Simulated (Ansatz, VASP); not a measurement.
# One calculation of TaGe3W2, two programs

```
Ta Ge W
1.0
     5.40496    0.00000    0.00000
    -2.70248    4.68083    0.00000
     0.00000    0.00000    4.17487
Ta Ge W
1 3 2
Direct
  0.00000 0.00000 0.50000
  0.50000 0.00000 0.50000
  0.00000 0.50000 0.50000
  0.50000 0.50000 0.50000
  0.33333 0.66667 0.00000
  0.66667 0.33333 0.00000
```

Alike in both runs: functional PBE; k mesh 6 × 6 × 4; occupations gaussian, width 0.1 eV; no spin polarisation.

Ansatz relaxed the structure, and its values are those at the end. VASP's run is a single point on that final structure, the one shown.

```csv
,VASP,Ansatz
version,VASP 6.6.1,Ansatz 0.2.0
potentials or method,"VASP PAW PBE potentials, release 64 (Ta_pv, Ge_d, W_sv), cutoff 520 eV","scalar-relativistic, plane waves, PAW"
valence electrons in the cell,81,83
```

|  | VASP | Ansatz | Ansatz less VASP |
| --- | --- | --- | --- |
| gap on the k mesh at the Fermi level (eV) | none | none | - |
| pressure (GPa) | 0.0 | -0.2 | -0.24 |

A gap of «none» marks a metal or a gap that the smearing closes. VASP's potentials hold 81 valence electrons a cell and Ansatz's 83, so a difference there can come from the potentials and not from the codes.

The k mesh is coarse, so the values compare programs but aren't converged. Spin-orbit coupling is off throughout.
